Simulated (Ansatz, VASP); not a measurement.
Two plane-wave programs on C

File POSCAR:

```
C
1.0
    0.0000000000      1.7267204183      1.7267204183
    1.7267204183      0.0000000000      1.7267204183
    1.7267204183      1.7267204183      0.0000000000
C
2
Direct
    0.0000000000      0.0000000000      0.0000000000
    0.2500000000      0.2500000000      0.2500000000
```

Contents of INCAR.step1:

```
SYSTEM = C
  PREC = Accurate
  ENCUT = 520
  EDIFF = 1E-5
  ISMEAR = 0
  SIGMA = 0.01
  LREAL = .False.
  LASPH = .True.
  NELM = 80
  ALGO = Normal
  ISIF = 2
  LWAVE = .True.
  GGA = PE
  NBANDS = 11
```

The input INCAR.step2:

```
SYSTEM = C
  PREC = Accurate
  ENCUT = 520
  EDIFF = 1E-6
  ISMEAR = 0
  SIGMA = 0.01
  LREAL = .False.
  LASPH = .True.
  NELM = 80
  ALGO = Normal
  ISIF = 2
  LWAVE = .False.
  LCHARG = .True.
  GGA = PE
  LHFCALC = .True.
  HFSCREEN = 0.2079
  PRECFOCK = Normal
  LELF = .True.
  LVHAR = .True.
  ISTART = 1
  NBANDS = 11
```

The input KPOINTS:

```
regular mesh
0
Gamma
  8 8 8
  0 0 0
```

Input for Ansatz:

```yaml
crystal:
  lattice:
    - [0.0, 1.7267204183, 1.7267204183]
    - [1.7267204183, 0.0, 1.7267204183]
    - [1.7267204183, 1.7267204183, 0.0]
  atoms:
    - { symbol: C, position: [0.0, 0.0, 0.0] }
    - { symbol: C, position: [0.25, 0.25, 0.25] }
kpoints:
  mp_grid: { grid: [8, 8, 8] }
  band_path:
    path:
      - [0.0, 0.0, 0.0]
      - [0.5, 0.0, 0.5]
      - [0.625, 0.25, 0.625]
      - [0.375, 0.375, 0.75]
      - [0.5, 0.5, 0.5]
      - [0.5, 0.25, 0.75]
      - [0.0, 0.367188, 0.367187]
    npoints: 1
hamiltonian:
  xc: hse06
scf:
  occupations: { method: fixed }
  n_extra_bands: 4
output:
  forces: true
  stress: true
  eigenvalues: true
```

Change from the starting cell: hydrostatic strain -3.0%.

Alike in both runs: task single point; functional HSE06; k mesh 8 × 8 × 8; no spin polarisation.

|  | VASP | Ansatz |
| --- | --- | --- |
| version | VASP 6.6.1 | Ansatz 0.2.0 |
| potentials or method | VASP PAW PBE potentials, release 64 (C) | plane waves, PAW |
| plane-wave cutoff (eV) | 520 | 420 |
| occupations | gaussian, width 0.01 eV | fixed |
| valence electrons in the cell | 8 | 8 |

Ansatz gave:

| Property | Result |
| --- | --- |
| gap on the k mesh at the Fermi level (eV) | 5.53 |
| pressure (GPa) | 42.7 |

**Question.** Estimate VASP's values.

**Answer.** gap on the k mesh at the Fermi level (eV): 5.52; pressure (GPa): 44.0.

Both programs put the cell under a high pressure, so it lies far from rest at this level. Ansatz's warnings: stress exchange threshold loose, stress scf threshold loose.
